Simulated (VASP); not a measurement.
# Al20O in VASP: single point with LDA

Aim: the single point of Al20O with LDA.

All numbers are computed with VASP 6.6.1; they aren't measurements. Logs are shortened: lines on timing, memory, paths and dates and some standing lists are left out, and cuts for length are marked.

### Step 1. The cell of the first run

The cell holds a slab with vacuum, 21 atoms: a = 8.100 Å, b = 5.728 Å, c = 16.728 Å, α = 90.00°, β = 90.00°, γ = 90.00°.

### Step 2. Single point, LDA

Input file INCAR:

```
PREC     = Accurate       # precision mode
ENCUT    = 520            # plane-wave cutoff, eV
EDIFF    = 1E-7           # SCF threshold, eV
ISMEAR   = 0              # smearing method
SIGMA    = 0.1            # smearing width, eV
LREAL    = Auto         
LASPH    = T              # aspherical terms in the spheres
NELM     = 80             # most SCF steps
ALGO     = Normal         # electronic algorithm
ISIF     = 2              # what is computed and relaxed
LWAVE    = F              # write WAVECAR
LCHARG   = T              # write CHGCAR
GGA      = CA             # functional
LELF     = T              # ELF
LVHAR    = T            
NBANDS   = 49             # bands
```

Input file KPOINTS:

```
regular mesh
0
Gamma
  3 4 1
```

Input file POSCAR:

```
Al20O
1.0
    8.1000000000      0.0000000000      0.0000000000
    0.0000000000      5.7275650000      0.0000000000
    0.0000000000      0.0000000000     16.7275650000
Al O
20 1
Direct
    0.0000000000      0.0000000000      0.0597816239
    0.5000000000      0.0000000000      0.0597816239
    0.0000000000      0.5000000873      0.0597816239
    0.5000000000      0.5000000873      0.0597816239
    0.2500000000      0.2499999564      0.1453823076
    0.7500000000      0.2499999564      0.1453823076
    0.2500000000      0.7500000436      0.1453823076
    0.7500000000      0.7500000436      0.1453823076
    0.0016438272      0.0011009914      0.2236305165
    0.4985162963      0.0035020118      0.2230692871
    0.0016444444      0.4988633040      0.2236626192
    0.4985381481      0.4965879916      0.2230548798
    0.2440448148      0.2500816665      0.3192661335
    0.7419087654      0.2500687465      0.3084464475
    0.2499802469      0.7500168047      0.3064565584
    0.7373970370      0.7499626805      0.3061023526
   -0.0127170370     -0.0166974971      0.3825293161
    0.4985198765     -0.0021937769      0.3846193992
   -0.0128155556      0.5165320690      0.3827386114
    0.4984823457      0.5022448458      0.3846348826
    0.0975686420      1.2498763436      0.4071322993
```

Potentials or basis: VASP PAW LDA potentials, release 64 (Al, O).

Command:

```
$ cat potpaw_LDA.64/Al/POTCAR potpaw_LDA.64/O/POTCAR > POTCAR
$ mpirun -np 1 vasp_std > vasp.out
```

OUTCAR:

```text
PREC = Accurate
   ENCUT = 520
   EDIFF = 1E-7
   ISMEAR = 0
   LREAL = Auto
   LASPH = T
   NELM = 80
   ISIF = 2
   GGA = CA

 ion  position               nearest neighbor table
   1  0.000  0.000  0.060-   9 2.74   3 2.86   6 2.86   7 2.86   8 2.86   5 2.86   3 2.86
   2  0.500  0.000  0.060-  10 2.73   4 2.86   6 2.86   7 2.86   8 2.86   5 2.86   4 2.86
   3  0.000  0.500  0.060-  11 2.74   1 2.86   8 2.86   7 2.86   6 2.86   5 2.86   1 2.86
   4  0.500  0.500  0.060-  12 2.73   2 2.86   8 2.86   7 2.86   6 2.86   5 2.86   2 2.86
   5  0.250  0.250  0.145-  10 2.78  12 2.78   9 2.79  11 2.79   7 2.86   2 2.86   1 2.86   4 2.86
                             3 2.86   7 2.86  13 2.91
   6  0.750  0.250  0.145-  14 2.73  10 2.80  12 2.80   9 2.81  11 2.81   8 2.86   1 2.86   2 2.86
                             3 2.86   4 2.86   8 2.86
   7  0.250  0.750  0.145-  15 2.69   9 2.80  11 2.80  12 2.80  10 2.80   5 2.86   3 2.86   4 2.86
                             1 2.86   2 2.86   5 2.86
   8  0.750  0.750  0.145-  16 2.69   9 2.82  11 2.82  12 2.82  10 2.82   6 2.86   3 2.86   4 2.86
                             1 2.86   2 2.86   6 2.86
   9  0.002  0.001  0.224-  17 2.66   1 2.74   5 2.79   7 2.80   6 2.81   8 2.82  15 2.83  11 2.85
                            11 2.88  13 2.91  14 2.91  16 2.92
  10  0.499  0.004  0.223-  18 2.70   2 2.73   5 2.78  16 2.79   6 2.80   7 2.80  14 2.81   8 2.82
                            12 2.82  15 2.85  12 2.90  13 2.97
  11  0.002  0.499  0.224-  19 2.67   3 2.74   5 2.79   7 2.80   6 2.81   8 2.82  15 2.83   9 2.85
[... 13 lines left out ...]
  18  0.499  0.998  0.385-  10 2.70  16 2.74  13 2.74  14 2.76  15 2.79  20 2.84  20 2.89
  19  0.987  0.517  0.383-  21 1.82  11 2.67  17 2.67  16 2.74  13 2.79  14 2.80  15 2.82  17 3.05

  20  0.498  0.502  0.385-  12 2.70  16 2.74  13 2.74  14 2.76  15 2.79  18 2.84  18 2.89
  21  0.098  0.250  0.407-  19 1.82  17 1.82  13 1.89

  LATTYP: Found a simple orthorhombic cell.
 ALAT       =     5.7275650000
 B/A-ratio  =     1.4142135445
 C/A-ratio  =     2.9205369123

  Lattice vectors:

 A1 = (   0.0000000000,  -5.7275650000,   0.0000000000)
 A2 = (   8.1000000000,   0.0000000000,   0.0000000000)
 A3 = (   0.0000000000,   0.0000000000,  16.7275650000)

Analysis of symmetry for initial positions (statically):
=====================================================================
 Subroutine PRICEL returns:
 Original cell was already a primitive cell.

 Routine SETGRP: Setting up the symmetry group for a
 simple orthorhombic supercell.

 Subroutine GETGRP returns: Found  1 space group operations
 (whereof  1 operations were pure point group operations)
 out of a pool of  8 trial point group operations.

The static configuration has the point symmetry C_1 .
[... 141 lines left out ...]
   POTIM  = 0.5000    time-step for ionic-motion
   TEBEG  =    0.0;   TEEND  =   0.0 temperature during run
   PSTRESS=    0.0 pullay stress
   NELECT =      66.0000    total number of electrons
   NUPDOWN=      -1.0000    fix difference up-down
   EMIN   =  10.00;   EMAX   =-10.00  energy-range for DOS
   EFERMI =   0.00;   METHOD = LEGACY
   ISMEAR =     0;   SIGMA  =   0.10  broadening in eV -4-tet -1-fermi 0-gaus
   EFERMI_NEDOS =   21; number of points for ismear=-14 and -15
   IALGO  =     38    algorithm
   IMIX   =      4    mixing-type and parameters
     AMIX     =   0.40;   BMIX     =  1.00
     AMIX_MAG =   1.60;   BMIX_MAG =  1.00
  volume/ion in A,a.u.               =      36.95       249.38
  Fermi-wavevector in a.u.,A,eV,Ry     =   0.719935  1.360481  7.051995  0.518307
  Thomas-Fermi vector in A             =   1.809259
   LORBIT       =      0    0 simple, 1 ext, 2 COOP (PROOUT), +10 PAW based schemes
   GGA     = CA    functional components
   LHFCALC =     F    Hartree Fock is set to
   AEXX    =    0.0000 exact exchange contribution
   IVDW    =     0    specifies the selected vdW correction
   LEPSILON=     F    determine dielectric tensor
   LRPA    =     F    only Hartree local field effects (RPA)
 non-spin polarized calculation
 Gauss-broadening in eV      SIGMA  =   0.10
  energy-cutoff  :      520.00
  volume of cell :      776.05
 maximum number of plane-waves:     20916
   NGX = 31   NGY = 21   NGZ = 63

 number of electron      66.0000003 magnetization

 Free energy of the ion-electron system (eV)
  ---------------------------------------------------
  ext. energy  EPLUGINS =         0.00000000
  ---------------------------------------------------
  free energy    TOTEN  =       -86.98000290 eV

  energy without entropy =      -86.92217378  energy(sigma->0) =      -86.95108834

 E-fermi :   1.0345     XC(G=0):  -5.6231

 val. band max:        1.0255746235   @ k =   0.0000   0.2500   0.0000
 cond. band min:       1.0362595436   @ k =   0.3333   0.0000   0.0000
 fundamental gap:      0.0106849201
 Fermi energy:         1.0345378306

 k-point     1 :       0.0000    0.0000    0.0000
  band No.  band energies     occupation
      1     -19.0522      2.00000
      2      -9.5735      2.00000
      3      -7.7148      2.00000
      4      -7.4815      2.00000
      5      -7.3519      2.00000
      6      -6.5161      2.00000
[... 325 lines left out ...]
     44       3.3505      0.00000
     45       3.3964      0.00000
 [bands above 45 left out]

------------------------ aborting loop because EDIFF is reached ----------------------------------------

  FORCE on cell =-STRESS in cart. coord.  units (eV):
  Direction    XX          YY          ZZ          XY          YZ          ZX
  --------------------------------------------------------------------------------------
  -------------------------------------------------------------------------------------
  Total       -3.5994748    -10.2108241     -1.3232044      0.0005044      0.0010327     -0.2113406
  in kB       -7.4312513    -21.0806311     -2.7318053      0.0010413      0.0021319     -0.4363207
  external PRESSURE =     -10.4145626 kB  Pullay stress =       0.0000000 kB

 VOLUME and BASIS-vectors are now :
 -----------------------------------------------------------------------------
  energy-cutoff  :      520.00
  volume of cell :      776.05
      direct lattice vectors                 reciprocal lattice vectors
     8.100000000  0.000000000  0.000000000     0.123456790  0.000000000  0.000000000
     0.000000000  5.727565000  0.000000000     0.000000000  0.174594265  0.000000000
     0.000000000  0.000000000 16.727565000     0.000000000  0.000000000  0.059781564

 POSITION                                       TOTAL-FORCE (eV/Angst)
 -----------------------------------------------------------------------------------
      0.00000      0.00000      1.00000         0.042378      0.116504      0.305091
      4.05000      0.00000      1.00000         0.030816     -0.069872      0.203523
      0.00000      2.86378      1.00000         0.042291     -0.116523      0.306266
      4.05000      2.86378      1.00000         0.030604      0.070069      0.203474
      2.02500      1.43189      2.43189        -0.076401      0.000409     -0.116445
      6.07500      1.43189      2.43189        -0.073546     -0.000152     -0.315868
[... 13 lines left out ...]
      4.03771      2.87664      6.43400         0.003626      0.001411      0.006638
      0.79031      1.43118      6.81033         0.033288      0.000494      0.052805
 -----------------------------------------------------------------------------------
    total drift:                               -0.004211     -0.000896      0.001014

  FREE ENERGIE OF THE ION-ELECTRON SYSTEM (eV)
  ---------------------------------------------------
  free  energy   TOTEN  =       -86.9800029001 eV

  energy  without entropy=      -86.9221737797  energy(sigma->0) =      -86.95108834
```

OSZICAR:

```text
N       E                     dE             d eps       ncg     rms          rms(c)
DAV:   1     0.237399737209E+03    0.23740E+03   -0.21044E+04   686   0.992E+02
DAV:   2    -0.560307619046E+02   -0.29343E+03   -0.27361E+03   841   0.173E+02
DAV:   3    -0.925470332562E+02   -0.36516E+02   -0.35668E+02  1020   0.551E+01
DAV:   4    -0.939672612143E+02   -0.14202E+01   -0.14149E+01   868   0.123E+01
[... 16 lines left out ...]
DAV:  21    -0.869799940560E+02   -0.22979E-04   -0.12308E-04   818   0.512E-02    0.385E-03
DAV:  22    -0.869800011395E+02   -0.70835E-05   -0.18583E-05   828   0.218E-02    0.299E-03
DAV:  23    -0.869800022214E+02   -0.10819E-05   -0.11812E-06   804   0.430E-03    0.207E-03
DAV:  24    -0.869800028850E+02   -0.66360E-06   -0.46463E-07   779   0.284E-03    0.320E-03
DAV:  25    -0.869800029001E+02   -0.15145E-07   -0.29704E-07   692   0.321E-03
   1 F= -.86980003E+02 E0= -.86951088E+02  d E =-.578291E-01
```

stdout:

```text
POSCAR found type information on POSCAR AlO
 POSCAR found :  2 types and      21 ions
 scaLAPACK will be used
 LDA part: xc-table for (Slater(with rela. corr.)+CA(PZ))
 , standard interpolation
 POSCAR, INCAR and KPOINTS ok, starting setup
 FFT: planning ... GRIDC
 FFT: planning ... GRID_SOFT
 FFT: planning ... GRID
 WAVECAR not read
 entering main loop
```

Wall time 8.4 min (1 thread of Intel Xeon Platinum 8259CL at 2.50GHz (Skylake/Cascade Lake), shared host); peak memory 0.61 GiB.

What came out:

```yaml
Free_energy: -86.9800 eV
Largest_force: 0.333 eV/Å
Band_gap_on_the_k_mesh: zero (bands 33 and 34 overlap by 0.27 eV)
```

Forces on the atoms (eV/Å):
```
Al   0.042  0.117  0.305
Al   0.031 -0.070  0.204
Al   0.042 -0.117  0.306
Al   0.031  0.070  0.203
Al  -0.076  0.000 -0.116
Al  -0.074  0.000 -0.316
Al   0.092  0.000 -0.320
Al  -0.082  0.000 -0.304
Al  -0.005  0.002 -0.001
Al   0.002  0.002 -0.001
Al  -0.005  0.000  0.004
Al   0.000 -0.003  0.000
Al   0.021  0.000 -0.029
Al   0.001 -0.001  0.002
Al  -0.001 -0.001  0.009
Al   0.001  0.001  0.000
Al  -0.031 -0.058  0.000
Al   0.003 -0.001  0.007
Al  -0.030  0.058 -0.013
Al   0.004  0.001  0.007
O    0.033  0.000  0.053
```
